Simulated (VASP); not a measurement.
A run of VASP 6.6.1 is set up as follows.

INCAR

```
SYSTEM = Na3BPd
  PREC = Accurate
  ENCUT = 600
  EDIFF = 1E-6
  ISMEAR = 0
  SIGMA = 0.1
  LREAL = .False.
  LASPH = .True.
  NELM = 100
  ALGO = Normal
  ISIF = 3
  LWAVE = .False.
  LCHARG = .False.
  GGA = PE
  IBRION = 2
  NSW = 90
  EDIFFG = -0.04
```

Contents of KPOINTS:

```
Automatic mesh
0
Gamma
  4 4 6
  0 0 0
```

The input POSCAR:

```
Na3BPd
1.0
    5.1696726800      0.0000000000      0.0000000000
    0.0000000000      5.3434344300      0.0000000000
    0.0000000000      0.0000000000      3.3829391500
Na B Pd
3 1 1
Direct
    0.5000000000      0.0000000000      0.7831119000
    0.0000000000      0.2201618900      0.1269944500
    0.0000000000      0.7798381100      0.1269944500
    0.5000000000      0.5000000000      0.4227295500
    0.5000000000      0.5000000000      0.9597991400
```

Potentials or basis: VASP PAW PBE potentials, release 64 (Na_pv, B, Pd).

Launch:

```console
$ cat potpaw_PBE.64/Na_pv/POTCAR potpaw_PBE.64/B/POTCAR potpaw_PBE.64/Pd/POTCAR > POTCAR
$ mpirun -np 1 vasp_std > vasp.out
```

(1) Estimate the space group after relaxing (to 0.1 Å).

(2) Estimate the relaxed cell.

(3) What does it give for the band gap on the k mesh?

## Answers

(1) Pmm2 (No. 25).

(2) a = 4.799 Å, b = 6.139 Å, c = 4.021 Å, α = 90.00°, β = 90.00°, γ = 90.00°.

(3) zero (bands 17 and 18 overlap by 1.55 eV).
